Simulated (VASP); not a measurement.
# CdS: single point with PBE0

CdS:

```
Cd S
1.0
     0.00000    2.91650    2.91650
     2.91650    0.00000    2.91650
     2.91650    2.91650    0.00000
Cd S
1 1
Cartesian
  0.0000 0.0000 0.0000
  4.3748 4.3748 4.3748
```

```yaml
Program: VASP 6.6.1
Task: single point
Functional: PBE0
Potentials_or_basis: VASP PAW PBE potentials, release 64 (Cd, S)
Cutoff: 520 eV
k_mesh: 4 × 4 × 4
Occupations: fermi-dirac, width 0.05 eV
Spin: no spin polarisation
Dipole_correction: no
Grid_for_exact_exchange_PRECFOCK: Normal
Further_INCAR_settings: ALGO = Normal; EDIFF = 1e-06; NBANDS = 16
Share_of_exact_exchange: 0.25
```

* Pressure: 1.9 GPa
* Band gap on the k mesh: 2.90 eV

Levels at points of the mesh, in eV from the valence-band top:
```csv
k point,band 6,band 7,band 8,band 9,band 10,band 11,band 12,band 13
"(0.00, 0.00, 0.00)",-8.41,0.00,0.00,0.00,2.90,8.46,8.46,8.46
"(0.50, 0.00, 0.00)",-7.99,-4.74,-0.81,-0.81,4.85,8.91,8.91,9.43
"(0.50, 0.50, 0.00)",-7.91,-4.26,-2.03,-2.03,5.17,6.22,11.31,13.05
```

It took 6.2 min on 1 thread of Intel(R) Xeon(R) Platinum 8488C (Sapphire Rapids), on a shared host, peak memory 0.18 GiB.

Caveat: the k points lie up to 0.47 Å⁻¹ apart; the PAW data sets were made with another functional, which shifts forces and pressure a little.
